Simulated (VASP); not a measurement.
# Mg3Si2N (P-4m2) in VASP: a series of runs

Mg3Si2N is run at these levels: PBE; tasks: single point, relaxation of cell and atoms.

Everything below comes from runs of VASP 6.6.1. Logs are shortened: lines on timing, memory, paths and dates and some standing lists are left out, and cuts for length are marked.

## 1. The cell of the first run

Symmetry: P-4m2, No. 115, tetragonal system. The conventional cell has a = 3.387 Å, b = 3.387 Å, c = 7.422 Å, α = 90.00°, β = 90.00°, γ = 90.00°. Within 3.4 Å of Mg (site symmetry -4m2) lie 4 N at 2.39 Å and 4 Si at 2.60 Å and 8 Mg at 3.30 to 3.39 Å. Within 3.4 Å of Mg (site symmetry 2mm) lie 5 Si at 2.54 to 2.61 Å and 10 Mg at 2.97 to 3.39 Å and 2 N at 3.30 Å. Si (site symmetry 2mm) has 7 Mg at 2.54 to 2.61 Å and 2 N at 2.60 Å and 4 Si at 3.39 Å within 3.4 Å. N (site symmetry -4m2) has 8 Mg at 2.39 to 3.30 Å and 4 Si at 2.60 Å and 4 N at 3.39 Å within 3.4 Å.

The cell was generated, and may not be a known phase.

## 2. Single point, PBE, collinear spin, ferromagnetic start

Contents of INCAR:

```
ALGO = Normal
EDIFF = 1E-7
ENCUT = 520
GGA = PE
ISIF = 2
ISMEAR = 0
ISPIN = 2
LASPH = T
LCHARG = F
LORBIT = 11
LREAL = F
LWAVE = F
MAGMOM = 0 0 0 0 0 1
NBANDS = 22
NELM = 150
PREC = Accurate
SIGMA = 0.1
```

Contents of KPOINTS:

```
k-points
0
Gamma
  6 6 4
```

Contents of POSCAR:

```
Mg3Si2N
1.0
    3.3866072700      0.0000000000      0.0000000000
    0.0000000000      3.3866072700      0.0000000000
    0.0000000000      0.0000000000      7.4221930400
Mg Si N
3 2 1
Direct
    0.5000000000      0.5000000000      0.0000000000
    0.0000000000      0.5000000000      0.3820000000
    0.5000000000      0.0000000000      0.6180000000
    0.0000000000      0.5000000000      0.7340000300
    0.5000000000      0.0000000000      0.2659999700
    0.0000000000      0.0000000000      0.0000000000
```

Potentials or basis: VASP PAW PBE potentials, release 64 (Mg, Si, N).

Run with:

```console
cat potpaw_PBE.64/Mg/POTCAR potpaw_PBE.64/Si/POTCAR potpaw_PBE.64/N/POTCAR > POTCAR
mpirun -np 1 vasp_std > vasp.out
```

OUTCAR:

```text
EDIFF = 1E-7
   ENCUT = 520
   GGA = PE
   ISIF = 2
   ISMEAR = 0
   ISPIN = 2
   LASPH = T
   LORBIT = 11
   LREAL = F
   NELM = 150
   PREC = Accurate

 ion  position               nearest neighbor table
   1  0.500  0.500  0.000-   6 2.39   6 2.39   6 2.39   6 2.39   5 2.60   4 2.60   4 2.60   5 2.60
                             2 3.30   3 3.30   3 3.30   2 3.30
   2  0.000  0.500  0.382-   5 2.54   5 2.54   5 2.54   5 2.54   4 2.61   3 2.97   3 2.97   3 2.97
                             3 2.97   1 3.30   1 3.30
   3  0.500  0.000  0.618-   4 2.54   4 2.54   4 2.54   4 2.54   5 2.61   2 2.97   2 2.97   2 2.97
                             2 2.97   1 3.30   1 3.30
   4  0.000  0.500  0.734-   3 2.54   3 2.54   3 2.54   3 2.54   1 2.60   1 2.60   2 2.61
   5  0.500  0.000  0.266-   2 2.54   2 2.54   2 2.54   2 2.54   1 2.60   1 2.60   3 2.61
   6  0.000  0.000  0.000-   1 2.39   1 2.39   1 2.39   1 2.39

  LATTYP: Found a simple tetragonal cell.
 ALAT       =     3.3866072700
 C/A-ratio  =     2.1916308707

  Lattice vectors:

 A1 = (   3.3866072700,   0.0000000000,   0.0000000000)
 A2 = (   0.0000000000,   3.3866072700,   0.0000000000)
 A3 = (   0.0000000000,   0.0000000000,   7.4221930400)

Analysis of symmetry for initial positions (statically):
=====================================================================
 Subroutine PRICEL returns:
 Original cell was already a primitive cell.

 Routine SETGRP: Setting up the symmetry group for a
 simple tetragonal supercell.

 Subroutine GETGRP returns: Found  8 space group operations
 (whereof  8 operations were pure point group operations)
 out of a pool of 16 trial point group operations.

The static configuration has the point symmetry D_2d.

Analysis of symmetry for dynamics (positions and initial velocities):
=====================================================================
 Subroutine PRICEL returns:
 Original cell was already a primitive cell.

 Routine SETGRP: Setting up the symmetry group for a
 simple tetragonal supercell.

 Subroutine GETGRP returns: Found  8 space group operations
 (whereof  8 operations were pure point group operations)
 out of a pool of 16 trial point group operations.

The dynamic configuration has the point symmetry D_2d.

Analysis of structural, dynamic, and magnetic symmetry:
=====================================================================
 Subroutine PRICEL returns:
 Original cell was already a primitive cell.

 Routine SETGRP: Setting up the symmetry group for a
 simple tetragonal supercell.

 Subroutine GETGRP returns: Found  8 space group operations
 (whereof  8 operations were pure point group operations)
 out of a pool of 16 trial point group operations.

The overall configuration has the point symmetry D_2d.

 Subroutine INISYM returns: Found  8 space group operations
 (whereof  8 operations are pure point group operations),
 and found     1 'primitive' translations

----------------------------------------------------------------------------------------

                                     Primitive cell

  volume of cell :      85.1259

  direct lattice vectors                    reciprocal lattice vectors
     3.386607270  0.000000000  0.000000000     0.295280769  0.000000000  0.000000000
     0.000000000  3.386607270  0.000000000     0.000000000  0.295280769  0.000000000
     0.000000000  0.000000000  7.422193040     0.000000000  0.000000000  0.134731069

  length of vectors
     3.386607270  3.386607270  7.422193040     0.295280769  0.295280769  0.134731069

  position of ions in fractional coordinates (direct lattice)
     0.500000000  0.500000000  0.000000000
     0.000000000  0.500000000  0.382000000
     0.500000000  0.000000000  0.618000000
     0.000000000  0.500000000  0.734000030
     0.500000000  0.000000000  0.265999970
     0.000000000  0.000000000  0.000000000

  ion indices of the primitive-cell ions
   primitive index   ion index
                 1           1
                 2           2
                 3           3
                 4           4
                 5           5
[... 34 lines left out ...]
  0.166667  0.166667  0.000000      4.000000
  0.333333  0.166667  0.000000      8.000000
[... 16 lines left out ...]
  0.333333  0.000000  0.500000      4.000000
  0.500000  0.000000  0.500000      2.000000
 [... further k-points ...]
   k-points           NKPTS =     30   k-points in BZ     NKDIM =     30   number of bands    NBANDS=     22
   number of dos      NEDOS =    301   number of ions     NIONS =      6
   total plane-waves  NPLWV =  43904
   dimension x,y,z NGX =    28 NGY =   28 NGZ =   56
   dimension x,y,z NGXF=    56 NGYF=   56 NGZF=  112
   ions per type =               3   2   1
   NGX,Y,Z   is equivalent  to a cutoff of  13.74, 13.74, 12.54 a.u.
   NGXF,Y,Z  is equivalent  to a cutoff of  27.49, 27.49, 25.09 a.u.
 SYSTEM =  unknown system
   PREC   = accura    normal or accurate (medium, high low for compatibility)
   ISTART =      0    job   : 0-new  1-cont  2-samecut
   ICHARG =      2    charge: 1-file 2-atom 10-const
   ISPIN  =      2    spin polarized calculation?
   LNONCOLLINEAR =      F non collinear calculations
   LSORBIT =      F    spin-orbit coupling
   LASPH  =      T    aspherical Exc in radial PAW
   ENCUT  =  520.0 eV  38.22 Ry    6.18 a.u.   6.30  6.30 13.80*2*pi/ulx,y,z
   NELM   =    150;   NELMIN=  2; NELMDL= -5     # of ELM steps
   EDIFF  = 0.1E-06   stopping-criterion for ELM
   LREAL  =      F    real-space projection
   EDIFFG = 0.1E-05   stopping-criterion for IOM
   NSW    =      0    number of steps for IOM
   IBRION =     -1    ionic relax: 0-MD 1-quasi-New 2-CG
   NFREE  =      0    steps in history (QN), initial steepest desc. (CG)
   ISIF   =      2    stress and relaxation
   ISYM   =      2    0-nonsym 1-usesym 2-fastsym
   POTIM  = 0.5000    time-step for ionic-motion
   TEBEG  =    0.0;   TEEND  =   0.0 temperature during run
   PSTRESS=    0.0 pullay stress
   NELECT =      19.0000    total number of electrons
   NUPDOWN=      -1.0000    fix difference up-down
   EMIN   =  10.00;   EMAX   =-10.00  energy-range for DOS
   EFERMI =   0.00;   METHOD = LEGACY
   ISMEAR =     0;   SIGMA  =   0.10  broadening in eV -4-tet -1-fermi 0-gaus
   EFERMI_NEDOS =   21; number of points for ismear=-14 and -15
   IALGO  =     38    algorithm
   IMIX   =      4    mixing-type and parameters
     AMIX     =   0.40;   BMIX     =  1.00
     AMIX_MAG =   1.60;   BMIX_MAG =  1.00
  volume/ion in A,a.u.               =      14.19        95.74
  Fermi-wavevector in a.u.,A,eV,Ry     =   0.993052  1.876596 13.417420  0.986153
  Thomas-Fermi vector in A             =   2.124907
   LORBIT       =     11    0 simple, 1 ext, 2 COOP (PROOUT), +10 PAW based schemes
   GGA     = PE    functional components
   LHFCALC =     F    Hartree Fock is set to
   AEXX    =    0.0000 exact exchange contribution
   IVDW    =     0    specifies the selected vdW correction
   LEPSILON=     F    determine dielectric tensor
   LRPA    =     F    only Hartree local field effects (RPA)
 spin polarized calculation
 Gauss-broadening in eV      SIGMA  =   0.10
  energy-cutoff  :      520.00
  volume of cell :       85.13
 maximum number of plane-waves:      2328
 NGX is ok and might be reduce to    28
   NGX = 13   NGY = 13   NGZ = 27

 number of electron      18.9999997 magnetization       0.0006440

 Free energy of the ion-electron system (eV)
  ---------------------------------------------------
  ext. energy  EPLUGINS =         0.00000000
  ---------------------------------------------------
  free energy    TOTEN  =       -20.51684650 eV

  energy without entropy =      -20.49631005  energy(sigma->0) =      -20.50657828

 E-fermi :   6.2496     XC(G=0): -10.3373

 val. band max:        6.2288390128   @ k =   0.3333   0.1667   0.2500
 cond. band min:       6.2538498597   @ k =   0.3333   0.3333   0.0000
 fundamental gap:      0.0250108470
 Fermi energy:         6.2495987324

 spin component 1

 k-point     1 :       0.0000    0.0000    0.0000
  band No.  band energies     occupation
      1      -8.2012      1.00000
      2      -3.8724      1.00000
      3      -3.5052      1.00000
      4       2.3865      1.00000
      5       3.1047      1.00000
      6       3.9146      1.00000
[... 565 lines left out ...]
     20      14.6798      0.00000
     21      15.1130      0.00000

 [... further k-points ...]

 spin component 2

 k-point     1 :       0.0000    0.0000    0.0000
  band No.  band energies     occupation
      1      -8.2010      1.00000
      2      -3.8722      1.00000
      3      -3.5050      1.00000
      4       2.3866      1.00000
      5       3.1049      1.00000
      6       3.9147      1.00000
[... 565 lines left out ...]
     20      14.6800      0.00000
     21      15.1131      0.00000

 [... further k-points ...]

 [bands above 21 left out]

------------------------ aborting loop because EDIFF is reached ----------------------------------------

  FORCE on cell =-STRESS in cart. coord.  units (eV):
  Direction    XX          YY          ZZ          XY          YZ          ZX
  --------------------------------------------------------------------------------------
  -------------------------------------------------------------------------------------
  Total        5.9421425      5.9421425      8.9336018      0.0000000     -0.0000000      0.0000000
  in kB      111.8386022    111.8386022    168.1416298      0.0000000     -0.0000000      0.0000000
  external PRESSURE =     130.6062781 kB  Pullay stress =       0.0000000 kB

 VOLUME and BASIS-vectors are now :
 -----------------------------------------------------------------------------
  energy-cutoff  :      520.00
  volume of cell :       85.13
      direct lattice vectors                 reciprocal lattice vectors
     3.386607270  0.000000000  0.000000000     0.295280769  0.000000000  0.000000000
     0.000000000  3.386607270  0.000000000     0.000000000  0.295280769  0.000000000
     0.000000000  0.000000000  7.422193040     0.000000000  0.000000000  0.134731069

 POSITION                                       TOTAL-FORCE (eV/Angst)
 -----------------------------------------------------------------------------------
      1.69330      1.69330      0.00000         0.000000     -0.000000      0.000000
      0.00000      1.69330      2.83528         0.000000      0.000000     -0.080987
      1.69330      0.00000      4.58692         0.000000      0.000000      0.080987
      0.00000      1.69330      5.44789         0.000000      0.000000      0.893028
      1.69330      0.00000      1.97430         0.000000      0.000000     -0.893028
      0.00000      0.00000      0.00000        -0.000000      0.000000      0.000000
 -----------------------------------------------------------------------------------
    total drift:                               -0.000000     -0.000000     -0.000000

  FREE ENERGIE OF THE ION-ELECTRON SYSTEM (eV)
  ---------------------------------------------------
  free  energy   TOTEN  =       -20.5168465037 eV

  energy  without entropy=      -20.4963100518  energy(sigma->0) =      -20.50657828

 total charge

# of ion       s       p       d       tot
------------------------------------------
    1        0.161   0.163   0.051   0.375
    2        0.218   0.190   0.048   0.456
    3        0.218   0.190   0.048   0.456
    4        0.844   0.854   0.000   1.698
    5        0.844   0.854   0.000   1.698
    6        1.323   2.148   0.000   3.471
--------------------------------------------------
tot          3.608   4.398   0.147   8.153

 magnetization (x)

# of ion       s       p       d       tot
------------------------------------------
    1        0.000   0.000   0.000   0.000
    2        0.000   0.000   0.000   0.000
    3        0.000   0.000   0.000   0.000
    4        0.000   0.000   0.000   0.000
    5        0.000   0.000   0.000   0.000
    6        0.000   0.000   0.000   0.000
--------------------------------------------------
tot          0.000   0.000   0.000   0.000
```

Run time: 2.2 min. Hardware: 1 thread of Intel Xeon Platinum 8375C at 2.90GHz (Ice Lake), shared host; peak memory 0.28 GiB.

Results:

* Free energy: -20.5168 eV
* Pressure: 13.1 GPa
* Largest force: 0.893 eV/Å
* Net moment: 0.00 μB per cell
* Valence electrons inside the program's atomic spheres: Mg 0.38, 0.46 (each value once); Si 1.70; N 3.47

Forces on the atoms (eV/Å):
```
Mg   0.000  0.000  0.000
Mg   0.000  0.000 -0.081
Mg   0.000  0.000  0.081
Si   0.000  0.000  0.893
Si   0.000  0.000 -0.893
N    0.000  0.000  0.000
```

Stress tensor (GPa, compression positive):
```
11.18  0.00  0.00
 0.00 11.18  0.00
 0.00  0.00 16.81
```

Caveat: the stress differs along the axes, from 11 to 17 GPa.

(Continued in part 2 of 2.)
